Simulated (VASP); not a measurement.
Runs of VASP 6.6.1 on N. The structure is that of space group Fm-3m (No. 225), or close to it. The cells are those of the table. 

```tsv
cell	gap on the mesh (eV)	pressure (GPa)	moment (μB)
a = 5.328 Å, 4 atoms	4.25	0.0	12.00
a = 5.560 Å, 4 atoms	(b)	-0.1	12.00
a = 5.446 Å, 4 atoms	4.41	-0.1	12.00
a = 5.739 Å, 4 atoms	(a)	-0.1	12.00
a = 5.503 Å, 4 atoms	4.48	-0.1	12.00
a = 5.387 Å, 4 atoms	4.33	-0.1	12.00
```

Alike in all rows: task single point; level r2SCAN; potentials or basis VASP PAW PBE potentials, release 64 (N); spin collinear, ferromagnetic start; k mesh 4 × 4 × 4; cutoff (eV) 520; smearing gaussian 0.02 eV.

Q: Fill in the values left out.

A: (a) 4.74; (b) 4.55.

Caveats: the PAW data sets were made with another functional, which shifts forces and pressure a little.

A k mesh can miss the band edges.
